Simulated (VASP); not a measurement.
# KGe2 (Cmmm) in VASP: notebook

The runs below take KGe2 through relaxation of cell and atoms, single point, with PBE+D3(BJ).

Everything below comes from runs of VASP 6.6.1. Logs are shortened: lines on timing, memory, paths and dates and some standing lists are left out, and cuts for length are marked.

## (1) The cell of the first run

It takes space group Cmmm (No. 65, orthorhombic). The conventional cell has a = 4.095 Å, b = 7.995 Å, c = 5.196 Å, α = 90.00°, β = 90.00°, γ = 90.00°. K (site symmetry mmm) has 12 Ge at 3.55 to 3.76 Å and 6 K at 4.10 to 4.49 Å within 4.7 Å. Ge (site symmetry m2m) has 3 Ge at 2.51 to 2.55 Å within 3.3 Å.

## (2) Relaxation of cell and atoms, PBE+D3(BJ)

The input, INCAR:

```
ALGO     = Normal         # electronic algorithm
EDIFF    = 1E-7           # SCF threshold, eV
EDIFFG   = -0.04          # ionic threshold
ENCUT    = 600            # plane-wave cutoff, eV
GGA      = PE             # functional
IBRION   = 2              # ionic algorithm
ISIF     = 3              # what is computed and relaxed
ISMEAR   = 0              # smearing method
IVDW     = 12             # dispersion correction
LASPH    = True           # aspherical terms in the spheres
LCHARG   = False          # write CHGCAR
LREAL    = False          # projectors in reciprocal space
LWAVE    = False          # write WAVECAR
NELM     = 100            # most SCF steps
NSW      = 90             # ionic steps
PREC     = Accurate       # precision mode
SIGMA    = 0.1            # smearing width, eV
```

The input, KPOINTS:

```
k-points
0
Gamma
  6 6 4
```

The input, POSCAR:

```
KGe2
1.0
    2.0476907667     -3.9973258497      0.0000000000
    2.0476907667      3.9973258497      0.0000000000
    0.0000000000      0.0000000000      5.1964019507
K Ge
1 2
Direct
    0.0000000000      0.0000000000      0.0000000000
    0.6594633125      0.3405366875      0.5000000000
    0.3405366875      0.6594633125      0.5000000000
```

Potentials or basis: VASP PAW PBE potentials, release 64 (K_sv, Ge_d).

Started as:

```sh
cat potpaw_PBE.64/K_sv/POTCAR potpaw_PBE.64/Ge_d/POTCAR > POTCAR
mpirun -np 1 vasp_std > vasp.out
```

OUTCAR:

```text
EDIFF = 1E-7
   EDIFFG = -0.04
   ENCUT = 600
   GGA = PE
   IBRION = 2
   ISIF = 3
   ISMEAR = 0
   IVDW = 12
   LASPH = True
   LREAL = False
   NELM = 100
   NSW = 90
   PREC = Accurate
 IVDW          = 12

 ion  position               nearest neighbor table
   1  0.000  0.000  0.000-
   2  0.659  0.341  0.500-   3 2.51   3 2.51   3 2.55
   3  0.341  0.659  0.500-   2 2.51   2 2.51   2 2.55

  LATTYP: Found a base centered orthorhombic cell.
 ALAT       =     4.0953815334
 B/A-ratio  =     1.9521140178
 C/A-ratio  =     1.2688444064

  Lattice vectors:

 A1 = (   2.0476907667,  -3.9973258497,   0.0000000000)
 A2 = (   2.0476907667,   3.9973258497,   0.0000000000)
 A3 = (   0.0000000000,   0.0000000000,   5.1964019507)

Analysis of symmetry for initial positions (statically):
=====================================================================
 Subroutine PRICEL returns:
 Original cell was already a primitive cell.

 Routine SETGRP: Setting up the symmetry group for a
 base centered orthorhombic supercell.

 Subroutine GETGRP returns: Found  8 space group operations
 (whereof  8 operations were pure point group operations)
 out of a pool of  8 trial point group operations.

The static configuration has the point symmetry D_2h.

Analysis of symmetry for dynamics (positions and initial velocities):
=====================================================================
 Subroutine PRICEL returns:
 Original cell was already a primitive cell.

 Routine SETGRP: Setting up the symmetry group for a
 base centered orthorhombic supercell.

 Subroutine GETGRP returns: Found  8 space group operations
 (whereof  8 operations were pure point group operations)
 out of a pool of  8 trial point group operations.

The dynamic configuration has the point symmetry D_2h.

 Subroutine INISYM returns: Found  8 space group operations
 (whereof  8 operations are pure point group operations),
 and found     1 'primitive' translations

----------------------------------------------------------------------------------------

                                     Primitive cell

  volume of cell :      85.0681

  direct lattice vectors                    reciprocal lattice vectors
     2.047690767 -3.997325850  0.000000000     0.244177494 -0.125083623  0.000000000
     2.047690767  3.997325850  0.000000000     0.244177494  0.125083623  0.000000000
     0.000000000  0.000000000  5.196401951     0.000000000  0.000000000  0.192440848

  length of vectors
     4.491286166  4.491286166  5.196401951     0.274351164  0.274351164  0.192440848

  position of ions in fractional coordinates (direct lattice)
     0.000000000  0.000000000  0.000000000
     0.659463313  0.340536687  0.500000000
     0.340536687  0.659463313  0.500000000

  ion indices of the primitive-cell ions
   primitive index   ion index
                 1           1
                 2           2
                 3           3

----------------------------------------------------------------------------------------

 KPOINTS: k-points

Automatic generation of k-mesh.
 Grid dimensions read from file:
 generate k-points for:    6    6    4

 Generating k-lattice:

  Cartesian coordinates                     Fractional coordinates (reciprocal lattice)
     0.040696249 -0.020847271  0.000000000     0.166666667 -0.000000000  0.000000000
     0.040696249  0.020847271  0.000000000    -0.000000000  0.166666667  0.000000000
     0.000000000  0.000000000  0.048110212     0.000000000  0.000000000  0.250000000

  Length of vectors
     0.045725194  0.045725194  0.048110212

  Shift w.r.t. Gamma in fractional coordinates (k-lattice)
     0.000000000  0.000000000  0.000000000

 Subroutine IBZKPT returns following result:
 ===========================================

 Found     39 irreducible k-points:

 Following reciprocal coordinates:
            Coordinates               Weight
  0.000000  0.000000  0.000000      1.000000
  0.166667 -0.000000  0.000000      4.000000
  0.333333  0.000000  0.000000      4.000000
  0.500000 -0.000000  0.000000      2.000000
  0.166667  0.166667  0.000000      2.000000
  0.333333  0.166667  0.000000      4.000000
[... 16 lines left out ...]
  0.333333  0.333333  0.250000      4.000000
  0.500000  0.333333  0.250000      8.000000
 [... further k-points ...]
   k-points           NKPTS =     39   k-points in BZ     NKDIM =     39   number of bands    NBANDS=     22
   number of dos      NEDOS =    301   number of ions     NIONS =      3
   total plane-waves  NPLWV =  54432
   dimension x,y,z NGX =    36 NGY =   36 NGZ =   42
   dimension x,y,z NGXF=    72 NGYF=   72 NGZF=   84
   ions per type =               1   2
   NGX,Y,Z   is equivalent  to a cutoff of  13.33, 13.33, 13.44 a.u.
   NGXF,Y,Z  is equivalent  to a cutoff of  26.65, 26.65, 26.87 a.u.
 SYSTEM =  unknown system
   PREC   = accura    normal or accurate (medium, high low for compatibility)
   ISTART =      0    job   : 0-new  1-cont  2-samecut
   ICHARG =      2    charge: 1-file 2-atom 10-const
   ISPIN  =      1    spin polarized calculation?
   LNONCOLLINEAR =      F non collinear calculations
   LSORBIT =      F    spin-orbit coupling
   LASPH  =      T    aspherical Exc in radial PAW
   ENCUT  =  600.0 eV  44.10 Ry    6.64 a.u.   8.97  8.97 10.38*2*pi/ulx,y,z
   NELM   =    100;   NELMIN=  2; NELMDL= -5     # of ELM steps
   EDIFF  = 0.1E-06   stopping-criterion for ELM
   LREAL  =      F    real-space projection
   EDIFFG = -.4E-01   stopping-criterion for IOM
   NSW    =     90    number of steps for IOM
   IBRION =      2    ionic relax: 0-MD 1-quasi-New 2-CG
   NFREE  =      1    steps in history (QN), initial steepest desc. (CG)
   ISIF   =      3    stress and relaxation
   ISYM   =      2    0-nonsym 1-usesym 2-fastsym
   POTIM  = 0.5000    time-step for ionic-motion
   TEBEG  =    0.0;   TEEND  =   0.0 temperature during run
   PSTRESS=    0.0 pullay stress
   NELECT =      37.0000    total number of electrons
   NUPDOWN=      -1.0000    fix difference up-down
   EMIN   =  10.00;   EMAX   =-10.00  energy-range for DOS
   EFERMI =   0.00;   METHOD = LEGACY
   ISMEAR =     0;   SIGMA  =   0.10  broadening in eV -4-tet -1-fermi 0-gaus
   EFERMI_NEDOS =   21; number of points for ismear=-14 and -15
   IALGO  =     38    algorithm
   IMIX   =      4    mixing-type and parameters
     AMIX     =   0.40;   BMIX     =  1.00
     AMIX_MAG =   1.60;   BMIX_MAG =  1.00
  volume/ion in A,a.u.               =      28.36       191.36
  Fermi-wavevector in a.u.,A,eV,Ry     =   1.240376  2.343970 20.932991  1.538531
  Thomas-Fermi vector in A             =   2.374819
   LORBIT       =      0    0 simple, 1 ext, 2 COOP (PROOUT), +10 PAW based schemes
   GGA     = PE    functional components
   LHFCALC =     F    Hartree Fock is set to
   AEXX    =    0.0000 exact exchange contribution
   IVDW    =    12    specifies the selected vdW correction
   LEPSILON=     F    determine dielectric tensor
   LRPA    =     F    only Hartree local field effects (RPA)
 conjugate gradient relaxation of ions
 non-spin polarized calculation
 Gauss-broadening in eV      SIGMA  =   0.10
  energy-cutoff  :      600.00
  volume of cell :       85.07
 maximum number of plane-waves:      2858
   NGX = 17   NGY = 17   NGZ = 21

--------------------------------------- Ionic step        1  -------------------------------------------

 number of electron      36.9999997 magnetization

 Free energy of the ion-electron system (eV)
  ---------------------------------------------------
  ext. energy  EPLUGINS =         0.00000000
  ---------------------------------------------------
  free energy    TOTEN  =       -10.19275604 eV

  energy without entropy =      -10.18751139  energy(sigma->0) =      -10.19013372

------------------------ aborting loop because EDIFF is reached ----------------------------------------

 Edisp (eV)   -0.73805

 E8    (eV) :    -0.3512

  FORCE on cell =-STRESS in cart. coord.  units (eV):
  Direction    XX          YY          ZZ          XY          YZ          ZX
  --------------------------------------------------------------------------------------
  -------------------------------------------------------------------------------------
  Total       0.19392    -0.90413     0.18929    -0.00000     0.00000     0.00000
  in kB       3.65238   -17.02840     3.56514    -0.00000     0.00000     0.00000
  external pressure =       -3.27 kB  Pullay stress =        0.00 kB
[... 104 lines left out ...]
  energy  without entropy=      -10.9394104092  energy(sigma->0) =      -10.94154786

--------------------------------------- Ionic step        4  -------------------------------------------

 number of electron      36.9999994 magnetization

 Free energy of the ion-electron system (eV)
  ---------------------------------------------------
  ext. energy  EPLUGINS =         0.00000000
  ---------------------------------------------------
  free energy    TOTEN  =       -10.20099025 eV

  energy without entropy =      -10.19651656  energy(sigma->0) =      -10.19875341

 E-fermi :   2.9777     XC(G=0):  -8.7943

 val. band max:        2.8534002004   @ k =   0.5000   0.5000   0.2500
 cond. band min:       2.9801270488   @ k =   0.5000  -0.0000   0.2500
 fundamental gap:      0.1267268484
 Fermi energy:         2.9777485560

 k-point     1 :       0.0000    0.0000    0.0000
  band No.  band energies     occupation
      1     -27.8601      2.00000
      2     -21.7200      2.00000
      3     -21.7070      2.00000
      4     -21.6677      2.00000
      5     -21.6417      2.00000
      6     -21.6304      2.00000
[... 574 lines left out ...]
      6     -21.6199      2.00000
[... 14 lines left out ...]
     21       6.8423      0.00000
     22       7.2813      0.00000

 [... further k-points ...]

------------------------ aborting loop because EDIFF is reached ----------------------------------------

 Edisp (eV)   -0.74330

 E8    (eV) :    -0.3538

  FORCE on cell =-STRESS in cart. coord.  units (eV):
  Direction    XX          YY          ZZ          XY          YZ          ZX
  --------------------------------------------------------------------------------------
  -------------------------------------------------------------------------------------
  Total       0.04951     0.01799     0.05040    -0.00000     0.00000     0.00000
  in kB       0.93846     0.34104     0.95546    -0.00000     0.00000     0.00000
  external pressure =        0.74 kB  Pullay stress =        0.00 kB
[... 18 lines left out ...]
  FREE ENERGIE OF THE ION-ELECTRON SYSTEM (eV)
  ---------------------------------------------------
  free  energy   TOTEN  =       -10.9442944955 eV

  energy  without entropy=      -10.9398208028  energy(sigma->0) =      -10.94205765

 reached required accuracy - stopping structural energy minimisation
```

Run time: 4.2 min. Hardware: 1 thread of Oxide Virtual Turin-like, shared host; peak memory 0.26 GiB.

Results:

```yaml
Free_energy: -10.9443 eV
Relaxed_volume: 28.17 Å³/atom
Relaxed_cell: a = 4.426 Å, b = 4.426 Å, c = 5.231 Å, α = 90.00°, β = 90.00°, γ = 124.41°
Space_group_after_relaxing_to_0.05_Å: Cmmm (No. 65)
Energy_gained_by_relaxing: 4.5 meV/atom
Ionic_steps: 4
Pressure_after_relaxing: 0.1 GPa
Largest_force_after_relaxing: 0.004 eV/Å
Dispersion_energy_per_atom: -0.248 eV
```

Forces on the atoms (eV/Å):
```
K    0.000  0.000  0.000
Ge   0.000 -0.004  0.000
Ge   0.000  0.004  0.000
```

Step by step:
| step | energy change (eV) | largest force (eV/Å) | pressure (GPa) | volume (Å³) |
| --- | --- | --- | --- | --- |
| 1 | 0.0000 | 0.1707 | -0.33 | 85.07 |
| 2 | -0.0115 | 0.0699 | 0.02 | 84.35 |
| 3 | -0.0129 | 0.0211 | 0.24 | 84.01 |
| 4 | -0.0135 | 0.0037 | 0.07 | 84.52 |

Final structure:
```
CELL_PARAMETERS angstrom
2.06362 -3.91505 0.00000
2.06362 3.91505 0.00000
0.00000 0.00000 5.23075
ATOMIC_POSITIONS crystal
K 0.00000 0.00000 0.00000
Ge 0.66118 0.33882 0.50000
Ge 0.33882 0.66118 0.50000
```

Caveat: pairwise dispersion overbinds metals, which lowers pressure and volume.

## (3) Single point, PBE+D3(BJ)

The input, INCAR:

```
SYSTEM = KGe2
PREC     = Accurate       ! precision mode
ENCUT    = 520            ! plane-wave cutoff, eV
EDIFF    = 1E-7           ! SCF threshold, eV
ISMEAR   = 0              ! smearing method
SIGMA    = 0.1            ! smearing width, eV
LREAL    = .False.        ! projectors in reciprocal space
LASPH    = .True.         ! aspherical terms in the spheres
NELM     = 60             ! most SCF steps
ALGO     = Normal         ! electronic algorithm
ISIF     = 2              ! what is computed and relaxed
LWAVE    = .False.        ! write WAVECAR
LCHARG   = .True.         ! write CHGCAR
GGA      = PE             ! functional
IVDW     = 12             ! dispersion correction
LELF     = .True.         ! ELF
LVHAR    = .True.       
NBANDS   = 26             ! bands
```

The input, KPOINTS:

```
regular mesh
0
Gamma
  12 12 10
  0 0 0
```

The input, POSCAR:

```
KGe2
1.0
    2.0485757984     -3.9772196588      0.0000000000
    2.0485757984      3.9772196588      0.0000000000
    0.0000000000      0.0000000000      5.2130299086
K Ge
1 2
Direct
    0.0000000000      0.0000000000      0.0000000000
    0.6619648457      0.3380351543      0.5000000000
    0.3380351543      0.6619648457      0.5000000000
```

Potentials or basis: VASP PAW PBE potentials, release 64 (K_sv, Ge_d).

Started as:

```sh
cat potpaw_PBE.64/K_sv/POTCAR potpaw_PBE.64/Ge_d/POTCAR > POTCAR
mpirun -np 1 vasp_std > vasp.out
```

Run time: 11 min. Hardware: 1 thread of Oxide Virtual Turin-like, shared host; peak memory 0.57 GiB.

The run converged. Its results:

- Free energy: -10.9109 eV
- Pressure: 0.0 GPa
- Dispersion energy per atom: -0.246 eV

Forces in eV/Å, atoms in the order of the input:
```
K    0.000  0.000  0.000
Ge   0.000  0.003  0.000
Ge   0.000 -0.003  0.000
```

Levels at points of the mesh, in eV from the Fermi level:
| k point | band 15 | band 16 | band 17 | band 18 | band 19 | band 20 | band 21 | band 22 |
| --- | --- | --- | --- | --- | --- | --- | --- | --- |
| (0.00, 0.00, 0.00) | -11.13 | -2.65 | -2.25 | -1.92 | -1.08 | 1.04 | 2.76 | 3.01 |
| (0.50, 0.00, 0.00) | -9.17 | -7.79 | -2.94 | -1.06 | -0.78 | 0.90 | 3.45 | 3.93 |
| (0.50, 0.50, 0.00) | -9.67 | -7.74 | -2.07 | -1.34 | 0.57 | 0.89 | 3.40 | 3.41 |
| (0.00, 0.00, 0.50) | -10.89 | -3.56 | -2.60 | -1.80 | -0.99 | 2.40 | 2.56 | 3.67 |
| (0.50, 0.00, 0.50) | -9.23 | -7.66 | -3.02 | -1.35 | -0.46 | -0.37 | 5.07 | 5.87 |
| (0.50, 0.50, 0.50) | -9.72 | -7.54 | -2.15 | -1.74 | -0.57 | 0.97 | 5.33 | 5.79 |

Caveat: pairwise dispersion overbinds metals, which lowers pressure and volume.
